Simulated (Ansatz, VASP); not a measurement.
One calculation of TiC, two programs

Contents of POSCAR:

```
TiC
1.0
    0.0000000000      2.1315400000      2.1315400000
    2.1315400000      0.0000000000      2.1315400000
    2.1315400000      2.1315400000      0.0000000000
Ti C
1 1
Direct
    0.0000000000      0.0000000000      0.0000000000
    0.5000000000      0.5000000000      0.5000000000
```

Contents of INCAR.step1:

```
SYSTEM = TiC
PREC     = Accurate       ! precision mode
ENCUT    = 520            ! plane-wave cutoff, eV
ISMEAR   = 0              ! smearing method
SIGMA    = 0.15           ! smearing width, eV
LREAL    = .False.        ! projectors in reciprocal space
LASPH    = .True.         ! aspherical terms in the spheres
NELM     = 80             ! most SCF steps
NBANDS   = 15             ! bands
GGA      = PE             ! functional
ALGO     = Normal         ! electronic algorithm
EDIFF    = 1E-4           ! SCF threshold, eV
LWAVE    = .True.         ! write WAVECAR
LCHARG   = .False.        ! write CHGCAR
```

The input INCAR.step2:

```
SYSTEM = TiC
PREC     = Accurate       ! precision mode
ENCUT    = 520            ! plane-wave cutoff, eV
EDIFF    = 1E-7           ! SCF threshold, eV
ISMEAR   = 0              ! smearing method
SIGMA    = 0.15           ! smearing width, eV
LREAL    = .False.        ! projectors in reciprocal space
LASPH    = .True.         ! aspherical terms in the spheres
NELM     = 80             ! most SCF steps
ALGO     = Normal         ! electronic algorithm
ISIF     = 2              ! what is computed and relaxed
LWAVE    = .False.        ! write WAVECAR
LCHARG   = .True.         ! write CHGCAR
METAGGA  = R2SCAN         ! meta-GGA
LMIXTAU  = .True.       
LELF     = .True.         ! ELF
LVHAR    = .True.       
NBANDS   = 15             ! bands
ISTART   = 1
```

File KPOINTS:

```
Automatic mesh
0
Gamma
  18 18 18
  0 0 0
```

Input for Ansatz:

```yaml
crystal:
  lattice:
    - [0.0, 2.13154, 2.13154]
    - [2.13154, 0.0, 2.13154]
    - [2.13154, 2.13154, 0.0]
  atoms:
    - { symbol: Ti, position: [0.0, 0.0, 0.0] }
    - { symbol: C, position: [0.5, 0.5, 0.5] }
basis:
  ecutwfc: 500
kpoints:
  mp_grid: { grid: [18, 18, 18] }
hamiltonian:
  xc: r2scan
scf:
  occupations: { method: gaussian, width: 0.15 }
output:
  forces: true
  stress: true
  eigenvalues: true
```

Change from the starting cell: strain -0.015 along x and y, -0.015 along z, atoms carried along.

Alike in both runs: task single point; functional r2SCAN; k mesh 18 × 18 × 18; occupations gaussian, width 0.15 eV; no spin polarisation.

|  | VASP | Ansatz |
| --- | --- | --- |
| version | VASP 6.6.1 | Ansatz 0.2.0 |
| potentials or method | VASP PAW PBE potentials, release 64 (Ti_sv, C), cutoff 520 eV | scalar-relativistic, plane waves, PAW |
| valence electrons in the cell | 16 | 16 |

VASP gave:

```
gap on the k mesh at the Fermi level (eV) : none
pressure (GPa)                            : 14.1
```

Question: Estimate Ansatz's values.

Answer: gap on the k mesh at the Fermi level (eV): none; pressure (GPa): 13.0.

VASP's potentials were made for PBE, not for r2SCAN. A gap of «none» marks a metal or a gap that the smearing closes.
